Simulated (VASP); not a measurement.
Wanted: the native input for a VASP 6.6.1 run.

```
Task                   : single point
Functional             : PBEsol
Potentials or basis    : VASP PAW PBE potentials, release 64 (Ti_sv, Al)
Cutoff                 : 520 eV
k mesh                 : 18 × 18 × 10
Occupations            : gaussian, width 0.1 eV
Spin                   : no spin polarisation
Dipole correction      : no
Further INCAR settings : ALGO = Fast; EDIFF = 1e-06; NBANDS = 14
```

The structure of TiAl lies in POSCAR:

```
TiAl
1.0
    2.8475477334      0.0000000000      0.0000000000
   -1.4237738667      2.4660486756      0.0000000000
    0.0000000000      0.0000000000      4.6191923846
Ti Al
1 1
Direct
    0.0000000000      0.0000000000      0.0000000000
    0.3333333333      0.6666666667      0.5000000000
```

These files were run (other wordings do the same):

INCAR

```
PREC     = Accurate       # precision mode
ENCUT    = 520            # plane-wave cutoff, eV
EDIFF    = 1E-6           # SCF threshold, eV
ISMEAR   = 0              # smearing method
SIGMA    = 0.1            # smearing width, eV
LREAL    = F              # projectors in reciprocal space
LASPH    = T              # aspherical terms in the spheres
NELM     = 80             # most SCF steps
ALGO     = Fast           # electronic algorithm
ISIF     = 2              # what is computed and relaxed
LWAVE    = F              # write WAVECAR
LCHARG   = F              # write CHGCAR
GGA      = PS             # functional
NBANDS   = 14             # bands
```

KPOINTS

```
regular mesh
0
Gamma
  18 18 10
```

Potentials or basis: VASP PAW PBE potentials, release 64 (Ti_sv, Al).

Launch:

```console
$ cat potpaw_PBE.64/Ti_sv/POTCAR potpaw_PBE.64/Al/POTCAR > POTCAR
$ mpirun -np 1 vasp_std > vasp.out
```

Results of the run:

The pressure is 0.0 GPa.

Caveat: the PAW data sets were made with another functional, which shifts forces and pressure a little.

It took 4.4 min on 1 thread of Intel Xeon 8259CL (shared host), peak memory 0.24 GiB.
